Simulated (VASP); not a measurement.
# SiNi3 (P4mm) in VASP: single point with PBE

Aim: the single point of SiNi3 with PBE.

Program: VASP 6.6.1. These are calculated values, not measurements. Logs are shortened: lines on timing, memory, paths and dates and some standing lists are left out, and cuts for length are marked.

### 1 The cell of the first run

The structure is tetragonal, space group P4mm (No. 99). The conventional cell has a = 3.506 Å, b = 3.506 Å, c = 10.369 Å, α = 90.00°, β = 90.00°, γ = 90.00°. Si (site symmetry 4mm) has 12 Ni at 2.48 Å and 6 Si at 3.36 to 3.51 Å within 3.6 Å. Si (site symmetry 4mm) has 12 Ni at 2.48 Å within 3.3 Å. Si (site symmetry 4mm) has 12 Ni at 2.38 to 2.48 Å within 3.1 Å. Ni (site symmetry 4mm) has 8 Ni at 2.38 to 2.48 Å and 4 Si at 2.48 Å within 3.1 Å. Ni (site symmetry 4mm) has 14 Ni at 2.48 to 3.51 Å and 4 Si at 2.48 Å within 3.6 Å. Within 3.3 Å of Ni (site symmetry 4mm) lie 4 Si at 2.48 Å and 8 Ni at 2.48 Å. Within 3.1 Å of Ni (site symmetry 2mm) lie 4 Si at 2.38 to 2.48 Å and 8 Ni at 2.38 to 2.48 Å. Within 3.3 Å of Ni (site symmetry 2mm) lie 4 Si at 2.48 Å and 8 Ni at 2.48 Å.

### 2 Single point, PBE (the distance across one plane changed)

Contents of INCAR:

```
  ALGO = Fast
  EDIFF = 1E-6
  ENCUT = 520
  GGA = PE
  ISIF = 2
  ISMEAR = 0
  LASPH = T
  LCHARG = T
  LELF = T
  LREAL = F
  LVHAR = T
  LWAVE = F
  NBANDS = 63
  NELM = 60
  PREC = Accurate
  SIGMA = 0.15
```

Contents of KPOINTS:

```
k-points
0
Gamma
  13 13 5
```

Contents of POSCAR:

```
SiNi3
1.0
    0.0000000000     -3.5062596265      0.0000000000
    0.0000000000      0.0000000000     -3.5062596265
   10.3687788796      0.0000000000      0.0000000000
Si Ni
3 9
Direct
    1.0000000000      1.0000000000      0.2535997187
    1.0000000000      1.0000000000      0.5917552206
    1.0000000000      1.0000000000      0.9299107226
    0.5000000000      0.5000000000      0.9299107226
    0.5000000000      0.5000000000      0.2535997187
    0.5000000000      0.5000000000      0.5917552206
    0.0000000000      0.5000000000      0.0845219677
    0.0000000000      0.5000000000      0.4226774696
    0.0000000000      0.5000000000      0.7608329716
    0.5000000000      1.0000000000      0.0845219677
    0.5000000000      1.0000000000      0.4226774696
    0.5000000000      1.0000000000      0.7608329716
```

Potentials or basis: VASP PAW PBE potentials, release 64 (Si, Ni).

Launch:

```sh
cat potpaw_PBE.64/Si/POTCAR potpaw_PBE.64/Ni/POTCAR > POTCAR
mpirun -np 1 vasp_std > vasp.out
```

OUTCAR:

```text
EDIFF = 1E-6
   ENCUT = 520
   GGA = PE
   ISIF = 2
   ISMEAR = 0
   LASPH = T
   LREAL = F
   NELM = 60
   PREC = Accurate

 ion  position               nearest neighbor table
   1  0.000  0.000  0.254-   8 2.48  11 2.48   8 2.48  11 2.48   5 2.48   5 2.48   5 2.48   5 2.48
                            10 2.48  10 2.48   7 2.48   7 2.48
   2  0.000  0.000  0.592-   6 2.48   6 2.48   6 2.48   6 2.48   8 2.48  11 2.48  11 2.48   8 2.48
                             9 2.48  12 2.48  12 2.48   9 2.48
   3  0.000  0.000  0.930-   7 2.38  10 2.38   7 2.38  10 2.38   4 2.48   4 2.48   4 2.48   4 2.48
                             9 2.48  12 2.48  12 2.48   9 2.48
   4  0.500  0.500  0.930-   7 2.38  10 2.38  10 2.38   7 2.38   3 2.48   3 2.48   3 2.48   3 2.48
                             9 2.48  12 2.48   9 2.48  12 2.48
   5  0.500  0.500  0.254-   8 2.48  11 2.48  11 2.48   8 2.48   1 2.48   1 2.48   1 2.48   1 2.48
                            10 2.48   7 2.48  10 2.48   7 2.48
   6  0.500  0.500  0.592-   2 2.48   2 2.48   2 2.48   2 2.48  11 2.48  11 2.48   8 2.48   8 2.48
                             9 2.48  12 2.48   9 2.48  12 2.48
   7  0.000  0.500  0.085-   3 2.38   4 2.38   3 2.38   4 2.38  10 2.48  10 2.48  10 2.48  10 2.48
                             1 2.48   5 2.48   5 2.48   1 2.48
   8  0.000  0.500  0.423-   1 2.48   5 2.48   1 2.48   5 2.48  11 2.48  11 2.48  11 2.48  11 2.48
                             6 2.48   6 2.48   2 2.48   2 2.48
   9  0.000  0.500  0.761-  12 2.48  12 2.48  12 2.48  12 2.48   4 2.48   4 2.48   3 2.48   3 2.48
                             2 2.48   6 2.48   6 2.48   2 2.48
  10  0.500  0.000  0.085-   3 2.38   4 2.38   4 2.38   3 2.38   7 2.48   7 2.48   7 2.48   7 2.48
                             1 2.48   5 2.48   5 2.48   1 2.48
  11  0.500  0.000  0.423-   1 2.48   5 2.48   5 2.48   1 2.48   8 2.48   8 2.48   8 2.48   8 2.48
                             6 2.48   2 2.48   6 2.48   2 2.48
  12  0.500  0.000  0.761-   9 2.48   9 2.48   9 2.48   9 2.48   4 2.48   3 2.48   3 2.48   4 2.48
                             2 2.48   6 2.48   6 2.48   2 2.48

  LATTYP: Found a simple tetragonal cell.
 ALAT       =     3.5062596265
 C/A-ratio  =     2.9572193688

  Lattice vectors:

 A1 = (   0.0000000000,  -3.5062596265,   0.0000000000)
 A2 = (   0.0000000000,   0.0000000000,  -3.5062596265)
 A3 = (  10.3687788796,   0.0000000000,   0.0000000000)

Analysis of symmetry for initial positions (statically):
=====================================================================
 Subroutine PRICEL returns:
 Original cell was already a primitive cell.

 Routine SETGRP: Setting up the symmetry group for a
 simple tetragonal supercell.

 Subroutine GETGRP returns: Found  8 space group operations
 (whereof  8 operations were pure point group operations)
 out of a pool of 16 trial point group operations.

The static configuration has the point symmetry C_4v.

Analysis of symmetry for dynamics (positions and initial velocities):
=====================================================================
 Subroutine PRICEL returns:
 Original cell was already a primitive cell.

 Routine SETGRP: Setting up the symmetry group for a
 simple tetragonal supercell.

 Subroutine GETGRP returns: Found  8 space group operations
 (whereof  8 operations were pure point group operations)
 out of a pool of 16 trial point group operations.

The dynamic configuration has the point symmetry C_4v.

 Subroutine INISYM returns: Found  8 space group operations
 (whereof  8 operations are pure point group operations),
 and found     1 'primitive' translations

----------------------------------------------------------------------------------------

                                     Primitive cell

  volume of cell :     127.4723

  direct lattice vectors                    reciprocal lattice vectors
     0.000000000 -3.506259626  0.000000000     0.000000000 -0.285204208  0.000000000
     0.000000000  0.000000000 -3.506259626     0.000000000  0.000000000 -0.285204208
    10.368778880  0.000000000  0.000000000     0.096443372  0.000000000  0.000000000

  length of vectors
     3.506259626  3.506259626 10.368778880     0.285204208  0.285204208  0.096443372

  position of ions in fractional coordinates (direct lattice)
     0.000000000  0.000000000  0.253599719
     0.000000000  0.000000000  0.591755221
     0.000000000  0.000000000  0.929910723
     0.500000000  0.500000000  0.929910723
     0.500000000  0.500000000  0.253599719
     0.500000000  0.500000000  0.591755221
     0.000000000  0.500000000  0.084521968
[... 38 lines left out ...]

  Shift w.r.t. Gamma in fractional coordinates (k-lattice)
     0.000000000  0.000000000  0.000000000

 Subroutine IBZKPT returns following result:
 ===========================================

 Found     84 irreducible k-points:

 Following reciprocal coordinates:
            Coordinates               Weight
  0.000000  0.000000  0.000000      1.000000
  0.076923  0.000000  0.000000      4.000000
  0.153846  0.000000  0.000000      4.000000
  0.230769  0.000000  0.000000      4.000000
  0.307692  0.000000  0.000000      4.000000
  0.384615  0.000000  0.000000      4.000000
[... 16 lines left out ...]
  0.307692  0.307692  0.000000      4.000000
  0.384615  0.307692  0.000000      8.000000
 [... further k-points ...]
   k-points           NKPTS =     84   k-points in BZ     NKDIM =     84   number of bands    NBANDS=     63
   number of dos      NEDOS =    301   number of ions     NIONS =     12
   total plane-waves  NPLWV =  62720
   dimension x,y,z NGX =    28 NGY =   28 NGZ =   80
   dimension x,y,z NGXF=    56 NGYF=   56 NGZF=  160
   ions per type =               3   9
   NGX,Y,Z   is equivalent  to a cutoff of  13.28, 13.28, 12.83 a.u.
   NGXF,Y,Z  is equivalent  to a cutoff of  26.55, 26.55, 25.65 a.u.
 SYSTEM =  unknown system
   PREC   = accura    normal or accurate (medium, high low for compatibility)
   ISTART =      0    job   : 0-new  1-cont  2-samecut
   ICHARG =      2    charge: 1-file 2-atom 10-const
   ISPIN  =      1    spin polarized calculation?
   LNONCOLLINEAR =      F non collinear calculations
   LSORBIT =      F    spin-orbit coupling
   LASPH  =      T    aspherical Exc in radial PAW
   ENCUT  =  520.0 eV  38.22 Ry    6.18 a.u.   6.52  6.52 19.28*2*pi/ulx,y,z
   NELM   =     60;   NELMIN=  2; NELMDL= -5     # of ELM steps
   EDIFF  = 0.1E-05   stopping-criterion for ELM
   LREAL  =      F    real-space projection
   EDIFFG = 0.1E-04   stopping-criterion for IOM
   NSW    =      0    number of steps for IOM
   IBRION =     -1    ionic relax: 0-MD 1-quasi-New 2-CG
   NFREE  =      0    steps in history (QN), initial steepest desc. (CG)
   ISIF   =      2    stress and relaxation
   ISYM   =      2    0-nonsym 1-usesym 2-fastsym
   POTIM  = 0.5000    time-step for ionic-motion
   TEBEG  =    0.0;   TEEND  =   0.0 temperature during run
   PSTRESS=    0.0 pullay stress
   NELECT =     102.0000    total number of electrons
   NUPDOWN=      -1.0000    fix difference up-down
   EMIN   =  10.00;   EMAX   =-10.00  energy-range for DOS
   EFERMI =   0.00;   METHOD = LEGACY
   ISMEAR =     0;   SIGMA  =   0.15  broadening in eV -4-tet -1-fermi 0-gaus
   EFERMI_NEDOS =   21; number of points for ismear=-14 and -15
   IALGO  =     68    algorithm
   IMIX   =      4    mixing-type and parameters
     AMIX     =   0.40;   BMIX     =  1.00
     AMIX_MAG =   1.60;   BMIX_MAG =  1.00
  volume/ion in A,a.u.               =      10.62        71.69
  Fermi-wavevector in a.u.,A,eV,Ry     =   1.519858  2.872115 31.429021  2.309968
  Thomas-Fermi vector in A             =   2.628787
   LORBIT       =      0    0 simple, 1 ext, 2 COOP (PROOUT), +10 PAW based schemes
   GGA     = PE    functional components
   LHFCALC =     F    Hartree Fock is set to
   AEXX    =    0.0000 exact exchange contribution
   IVDW    =     0    specifies the selected vdW correction
   LEPSILON=     F    determine dielectric tensor
   LRPA    =     F    only Hartree local field effects (RPA)
 non-spin polarized calculation
 RMM-DIIS sequential band-by-band and
 Gauss-broadening in eV      SIGMA  =   0.15
  energy-cutoff  :      520.00
  volume of cell :      127.47
 maximum number of plane-waves:      3471
 NGX is ok and might be reduce to    28
   NGX = 13   NGY = 13   NGZ = 39

 number of electron     101.9999946 magnetization

 Free energy of the ion-electron system (eV)
  ---------------------------------------------------
  ext. energy  EPLUGINS =         0.00000000
  ---------------------------------------------------
  free energy    TOTEN  =       -70.92757742 eV

  energy without entropy =      -70.86436010  energy(sigma->0) =      -70.89596876

 E-fermi :  10.8888     XC(G=0): -13.1747

 val. band max:       10.8866151866   @ k =   0.0769   0.0769   0.0000
 cond. band min:      10.8933378624   @ k =   0.4615   0.4615   0.0000
 fundamental gap:      0.0067226757
 Fermi energy:        10.8888154911

 k-point     1 :       0.0000    0.0000    0.0000
  band No.  band energies     occupation
      1      -1.1905      2.00000
      2       0.0349      2.00000
      3       0.1676      2.00000
      4       4.2818      2.00000
      5       4.4028      2.00000
      6       5.8757      2.00000
[... 1573 lines left out ...]
     62      15.4231      0.00000
     63      15.9658      0.00000

 [... further k-points ...]

------------------------ aborting loop because EDIFF is reached ----------------------------------------

  FORCE on cell =-STRESS in cart. coord.  units (eV):
  Direction    XX          YY          ZZ          XY          YZ          ZX
  --------------------------------------------------------------------------------------
  -------------------------------------------------------------------------------------
  Total        4.0551643      2.3492530      2.3492530      0.0000000      0.0000000      0.0000000
  in kB       50.9686682     29.5273597     29.5273597      0.0000000      0.0000000      0.0000000
  external PRESSURE =      36.6744625 kB  Pullay stress =       0.0000000 kB

 VOLUME and BASIS-vectors are now :
 -----------------------------------------------------------------------------
  energy-cutoff  :      520.00
  volume of cell :      127.47
      direct lattice vectors                 reciprocal lattice vectors
     0.000000000 -3.506259626  0.000000000     0.000000000 -0.285204208  0.000000000
     0.000000000  0.000000000 -3.506259626     0.000000000  0.000000000 -0.285204208
    10.368778880  0.000000000  0.000000000     0.096443372  0.000000000  0.000000000

 POSITION                                       TOTAL-FORCE (eV/Angst)
 -----------------------------------------------------------------------------------
      2.62952      0.00000      0.00000         0.201081     -0.000000      0.000000
      6.13578      0.00000      0.00000         0.030800     -0.000000      0.000000
      9.64204      0.00000      0.00000        -0.808404     -0.000000      0.000000
      9.64204     -1.75313     -1.75313        -1.232327     -0.000000     -0.000000
      2.62952     -1.75313     -1.75313         0.072238     -0.000000      0.000000
      6.13578     -1.75313     -1.75313        -0.024161     -0.000000     -0.000000
      0.87639      0.00000     -1.75313         0.922833     -0.000000      0.000000
      4.38265      0.00000     -1.75313        -0.005748      0.000000      0.000000
      7.88891      0.00000     -1.75313        -0.036698      0.000000      0.000000
      0.87639     -1.75313      0.00000         0.922833     -0.000000      0.000000
      4.38265     -1.75313      0.00000        -0.005748     -0.000000      0.000000
      7.88891     -1.75313      0.00000        -0.036698     -0.000000      0.000000
 -----------------------------------------------------------------------------------
    total drift:                               -0.001285     -0.000000     -0.000000

  FREE ENERGIE OF THE ION-ELECTRON SYSTEM (eV)
  ---------------------------------------------------
  free  energy   TOTEN  =       -70.9275774162 eV

  energy  without entropy=      -70.8643601006  energy(sigma->0) =      -70.89596876
```

It took 31 min on 1 thread of Intel Xeon 8259CL, shared host; peak memory 0.58 GiB.

What came out:

```yaml
Free_energy: -70.9276 eV
Pressure: 3.7 GPa
Largest_force: 1.232 eV/Å
Band_gap_on_the_k_mesh: zero (bands 51 and 52 overlap by 0.27 eV)
```

Forces on the atoms (eV/Å):
```
Si   0.201  0.000  0.000
Si   0.031  0.000  0.000
Si  -0.808  0.000  0.000
Ni  -1.232  0.000  0.000
Ni   0.072  0.000  0.000
Ni  -0.024  0.000  0.000
Ni   0.923  0.000  0.000
Ni  -0.006  0.000  0.000
Ni  -0.037  0.000  0.000
Ni   0.923  0.000  0.000
Ni  -0.006  0.000  0.000
Ni  -0.037  0.000  0.000
```

Caveat: the cell differs from its parent crystal (the distance across one plane changed); the cell stands under pressure; forces of over 1 eV/Å act on the atoms, so gaps and moduli don't describe the material at rest. Spin polarisation is off, so any magnetic state and its effect on volume and gap are missing.
